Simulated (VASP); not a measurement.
A run of VASP 6.6.1:

The input INCAR:

```
SYSTEM = C
ALGO = Normal ; EDIFF = 1E-6
ENCUT = 520 ; GGA = PE
ISIF = 2 ; ISMEAR = -1
LASPH = .TRUE. ; LCHARG = .FALSE.
LREAL = .FALSE. ; LWAVE = .FALSE.
NBANDS = 11 ; NELM = 100
PREC = Accurate ; SIGMA = 0.02
```

KPOINTS

```
k-points
0
G
  12 12 12
  0 0 0
```

POSCAR

```
C
1.0
    0.0000000000      1.7801241426      1.7801241426
    1.7801241426      0.0000000000      1.7801241426
    1.7801241426      1.7801241426      0.0000000000
C
2
Direct
    0.0000000000      0.0000000000      0.0000000000
    0.2500000000      0.2500000000      0.2500000000
```

Potentials or basis: VASP PAW PBE potentials, release 64 (C).

The run is started by

```console
$ cat potpaw_PBE.64/C/POTCAR > POTCAR
$ mpirun -np 1 vasp_std > vasp.out
```

Hardware: 1 thread of Intel(R) Xeon(R) Platinum 8488C (Sapphire Rapids), on a shared host.

Question: Estimate the wall time of this run.

Answer: Run time: 6.5 s on 1 thread of Intel(R) Xeon(R) Platinum 8488C (Sapphire Rapids) (shared host), peak memory 0.11 GiB. Counts: scf iterations 11, k points 72.
